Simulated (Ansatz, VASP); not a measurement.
HfO2: VASP beside Ansatz

Contents of POSCAR:

```
HfO2
1.0
    3.6662449398      0.0000000000      0.0000000000
    0.0000000000      3.6662449398      0.0000000000
    0.0000000000      0.0000000000      5.2026739475
Hf O
2 4
Direct
    0.5000000000      0.5000000000      0.5000000000
    0.0000000000      0.0000000000      0.0000000000
    0.0000000000      0.5000000000      0.6961635355
    0.5000000000      0.0000000000      0.8038364645
    0.5000000000      0.0000000000      0.3038364645
    0.0000000000      0.5000000000      0.1961635355
```

File INCAR.step1:

```
PREC = Accurate
ENCUT = 520
ISMEAR = 0
SIGMA = 0.05
LREAL = False
LASPH = True
NELM = 80
NBANDS = 31
GGA = PE
ALGO = Normal
EDIFF = 1E-4
LWAVE = True
LCHARG = False
```

File INCAR.step2:

```
PREC = Accurate
ENCUT = 520
EDIFF = 1E-6
ISMEAR = 0
SIGMA = 0.05
LREAL = False
LASPH = True
NELM = 80
ALGO = Normal
ISIF = 2
LWAVE = False
LCHARG = False
METAGGA = R2SCAN
LMIXTAU = True
NBANDS = 31
ISTART = 1
```

File KPOINTS:

```
regular mesh
0
Gamma
  6 6 6
```

Input for Ansatz:

```yaml
crystal:
  lattice:
    - [3.6662449398, 0.0, 0.0]
    - [0.0, 3.6662449398, 0.0]
    - [0.0, 0.0, 5.2026739475]
  atoms:
    - { symbol: Hf, position: [0.5, 0.5, 0.5] }
    - { symbol: Hf, position: [0.0, 0.0, 0.0] }
    - { symbol: O, position: [0.0, 0.5, 0.6961635355] }
    - { symbol: O, position: [0.5, 0.0, 0.8038364645] }
    - { symbol: O, position: [0.5, 0.0, 0.3038364645] }
    - { symbol: O, position: [0.0, 0.5, 0.1961635355] }
basis:
  ecutwfc: 500
kpoints:
  mp_grid: { grid: [6, 6, 6] }
hamiltonian:
  xc: r2scan
scf:
  occupations: { method: gaussian, width: 0.05 }
output:
  forces: true
  stress: true
  eigenvalues: true
```

Change from the starting cell: strain +0.025 along x and y, +0.000 along z, atoms carried along.

Alike in both runs: task single point; functional r2SCAN; k mesh 6 × 6 × 6; occupations gaussian, width 0.05 eV; no spin polarisation.

```csv
,VASP,Ansatz
version,VASP 6.6.1,Ansatz 0.2.0
potentials or method,"VASP PAW PBE potentials, release 64 (Hf_pv, O), cutoff 520 eV","scalar-relativistic, plane waves, PAW"
valence electrons in the cell,44,76
```

Ansatz gave:

| Property | Result |
| --- | --- |
| gap on the k mesh at the Fermi level (eV) | 4.88 |
| least direct gap on the mesh (eV) | 4.94 |
| pressure (GPa) | -12.1 |
| traceless stress, the component that is largest in VASP (GPa) | 6.72 |
| rms of the force components (eV/Å) | 0.077 |

Problem. What did VASP give for the same quantities?

Solution. gap on the k mesh at the Fermi level (eV): 4.84; least direct gap on the mesh (eV): 4.91; pressure (GPa): -15.3; traceless stress, the component that is largest in VASP (GPa): 7.00; rms of the force components (eV/Å): 0.109.

VASP's potentials were made for PBE, not for r2SCAN. Atom by atom the forces differ by 0.031 eV/Å (rms over components). VASP's potentials hold 44 valence electrons a cell and Ansatz's 76, so a difference there can come from the potentials and not from the codes.

Neither program's run includes spin-orbit coupling.
